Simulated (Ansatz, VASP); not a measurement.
# Sn4P in VASP and in Ansatz

```
Sn P
1.0
     5.61848    0.00000    0.00000
     0.00000    5.61848    0.00000
     0.00000    0.00000    5.61848
Sn P
4 1
Direct
  0.50000 0.50000 0.50000
  0.00000 0.50000 0.50000
  0.50000 0.00000 0.50000
  0.50000 0.50000 0.00000
  0.00000 0.00000 0.00000
```

Change from the starting cell: species swapped into the Mn4N type (Pm-3m, No. 221).

Alike in both runs: functional PBE; k mesh 8 × 8 × 8; occupations gaussian, width 0.1 eV; no spin polarisation.

Ansatz relaxed the structure, and its values are those at the end. VASP's run is a single point on that final structure, the one shown.

|  | VASP | Ansatz |
| --- | --- | --- |
| version | VASP 6.6.1 | Ansatz 0.2.0 |
| potentials or method | VASP PAW PBE potentials, release 64 (Sn_d, P), cutoff 520 eV | scalar-relativistic, plane waves, PAW |
| valence electrons in the cell | 61 | 61 |

```csv
,VASP,Ansatz,Ansatz less VASP
gap on the k mesh at the Fermi level (eV),none,none,-
pressure (GPa),0.0,0.0,+0.05
```

A gap of «none» marks a metal or a gap that the smearing closes. The functional is the same, so the differences come from potentials, cutoffs and numerics.
